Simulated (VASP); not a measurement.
## MgS: single point with r2SCAN

Crystal: MgS.

```
Mg S
1.0
     0.00000    2.80978    2.70572
     2.80978    0.00000    2.70572
     2.80978    2.80978    0.00000
Mg S
1 1
Direct
  0.00000 0.00000 0.00000
  0.50000 0.50000 0.50000
```

This cell differs from its parent crystal: strain +0.080 along x and y, +0.040 along z.

| Quantity | Value |
| --- | --- |
| Program | VASP 6.6.1 |
| Task | single point |
| Functional | r2SCAN |
| Potentials or basis | VASP PAW PBE potentials, release 64 (Mg, S) |
| Cutoff | 520 eV |
| k mesh | 8 × 8 × 8 |
| Occupations | gaussian, width 0.05 eV |
| Spin | no spin polarisation |

```yaml
Pressure: -10.6 GPa
Band_gap_on_the_k_mesh: 2.85 eV, indirect (least direct gap 3.12 eV)
```

Stress tensor (GPa, compression positive):
```
-10.91   0.00   0.00
  0.00 -10.91   0.00
  0.00   0.00 -10.03
```

Levels at points of the mesh, in eV from the valence-band top:
```
           k point  band 1  band 2  band 3  band 4  band 5  band 6  band 7  band 8
(0.00, 0.00, 0.00)  -12.26   -0.18    0.00    0.00    3.12    8.41    8.41    8.77
(0.50, 0.00, 0.00)  -11.37   -3.99   -0.52   -0.45    4.82    6.99    7.36    9.05
(0.50, 0.50, 0.00)  -11.05   -3.40   -1.47   -1.47    2.85    5.26   11.45   12.34
(0.50, 0.00, 0.50)  -11.15   -3.40   -1.50   -1.19    2.99    5.39   11.04   12.14
```

Run time: 3.5 min on 1 thread of AMD EPYC 7R13, with other jobs on the host, peak memory 0.15 GiB.

Caveat: the cell differs from its parent crystal (strain +0.080 along x and y, +0.040 along z); the PAW data sets were made with another functional, which shifts forces and pressure a little. A k mesh can miss the band edges.
